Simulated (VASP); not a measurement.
Wanted: the native input for a VASP 6.6.1 run.

* Task: relaxation of cell and atoms
* Functional: PBEsol
* Potentials or basis: VASP PAW PBE potentials, release 64 (Li_sv, Cl)
* Cutoff: 600 eV
* k mesh: 12 × 12 × 4
* Occupations: fermi-dirac, width 0.02 eV
* Spin: no spin polarisation
* Dipole correction: no
* Further INCAR settings: ALGO = Normal; EDIFF = 1e-06; IBRION = 2; EDIFFG = -0.005; NSW = 80; ISIF = 3

The structure of LiCl lies in POSCAR:

```
LiCl
1.0
    3.6004987331      0.0000000000      0.0000000000
   -1.8002493666      3.1181233692      0.0000000000
    0.0000000000      0.0000000000      6.0707120009
Li Cl
2 2
Direct
    0.0000000000      0.0000000000      0.0000000000
    0.0000000000      0.0000000000      0.5000000000
    0.3333333333      0.6666666667      0.2500000000
    0.6666666667      0.3333333333      0.7500000000
```

The input as run:

INCAR

```
SYSTEM = LiCl
ALGO = Normal
EDIFF = 1E-6
EDIFFG = -0.005
ENCUT = 600
GGA = PS
IBRION = 2
ISIF = 3
ISMEAR = -1
LASPH = .True.
LCHARG = .False.
LREAL = .False.
LWAVE = .False.
NELM = 100
NSW = 80
PREC = Accurate
SIGMA = 0.02
```

KPOINTS

```
k-points
0
Gamma
  12 12 4
  0 0 0
```

Potentials or basis: VASP PAW PBE potentials, release 64 (Li_sv, Cl).

Command:

```console
$ cat potpaw_PBE.64/Li_sv/POTCAR potpaw_PBE.64/Cl/POTCAR > POTCAR
$ mpirun -np 1 vasp_std > vasp.out
```

Results of the run:

```
Relaxed volume                        : 16.18 Å³/atom
Relaxed cell                          : a = 3.537 Å, b = 3.537 Å, c = 5.972 Å, α = 90.00°, β = 90.00°, γ = 120.00°
Space group after relaxing (to 0.1 Å) : P6_3/mmc (No. 194)
Energy gained by relaxing             : 4.6 meV/atom
Ionic steps                           : 4
Pressure after relaxing               : 0.0 GPa
Band gap on the k mesh                : 6.33 eV
```

Caveat: the cutoff is under 1.25 times the usual one of these potentials, so pressure, stress and relaxed cells hold a basis-set (Pulay) error; the PAW data sets were made with another functional, which shifts forces and pressure a little.

Wall time 3 min on 1 thread of Intel Xeon 8259CL (shared host), peak memory 0.23 GiB.
